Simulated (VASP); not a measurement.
Input of a VASP 6.6.1 run:

File INCAR:

```
SYSTEM = Mg8HO8
ALGO = Normal
EDIFF = 1E-7
ENCUT = 520
GGA = PE
ISIF = 2
ISMEAR = 0
IVDW = 12
LASPH = .True.
LCHARG = .True.
LELF = .True.
LREAL = Auto
LVHAR = .True.
LWAVE = .False.
NBANDS = 46
NELECT = 64.0
NELM = 100
PREC = Accurate
SIGMA = 0.02
```

The input KPOINTS:

```
k-points
0
Gamma
  3 3 3
  0 0 0
```

Contents of POSCAR:

```
Mg8HO8
1.0
    0.0000000000      4.2665000000      4.2665000000
    4.2665000000      0.0000000000      4.2665000000
    4.2665000000      4.2665000000      0.0000000000
Mg O H
8 8 1
Direct
   -0.0042707137     -0.0049082386      0.0090580101
   -0.0212709481     -0.0114057190      0.5209594515
   -0.0064353686      0.4953567327      0.0036640103
   -0.0063930622      0.4954787296      0.5161743818
    0.5143398570     -0.0128147193     -0.0208107348
    0.5144739248     -0.0126248682      0.5282228993
    0.5043855619      0.4947392476      0.0048925349
    0.4948203445      0.5019620298      0.5062428220
    0.2479619126      0.2443338802      0.2579762100
    0.2493332943      0.2443481777      0.7575772882
    0.2464957225      0.7487882339      0.2570945740
    0.2463753662      0.7488439002      0.7566685808
    0.7465795148      0.2449252315      0.2611282081
    0.7466542834      0.2450700809      0.7563137232
    0.7376143209      0.7545408414      0.2584016173
    0.7519901559      0.7368531583      0.7600778155
    0.3356015469      0.0456964725      0.3137388961
```

Potentials or basis: VASP PAW PBE potentials, release 64 (Mg, O, H).

The run is started by

```sh
$ cat potpaw_PBE.64/Mg/POTCAR potpaw_PBE.64/O/POTCAR potpaw_PBE.64/H/POTCAR > POTCAR
$ mpirun -np 1 vasp_std > vasp.out
```

Task: Estimate the dispersion energy per atom.

Result: -0.275 eV.

Task: Estimate the largest force.

Result: 0.192 eV/Å.

Forces on the atoms (eV/Å):
```
Mg  -0.003  0.007  0.007
Mg  -0.004 -0.003 -0.050
Mg  -0.002 -0.011 -0.007
Mg   0.011  0.005 -0.004
Mg  -0.035  0.010  0.021
Mg  -0.020  0.030  0.012
Mg  -0.002  0.009  0.027
Mg  -0.014  0.006  0.000
O    0.132 -0.115  0.080
O   -0.013  0.013  0.015
O    0.006  0.005  0.018
O   -0.011 -0.007  0.023
O   -0.012 -0.004  0.006
O   -0.001  0.009 -0.001
O   -0.033  0.035  0.005
O   -0.013  0.015  0.005
H    0.014 -0.006 -0.159
```

Caveat: the k points lie up to 0.43 Å⁻¹ apart; the cell carries a net charge on a neutralising background, which shifts energy and pressure.
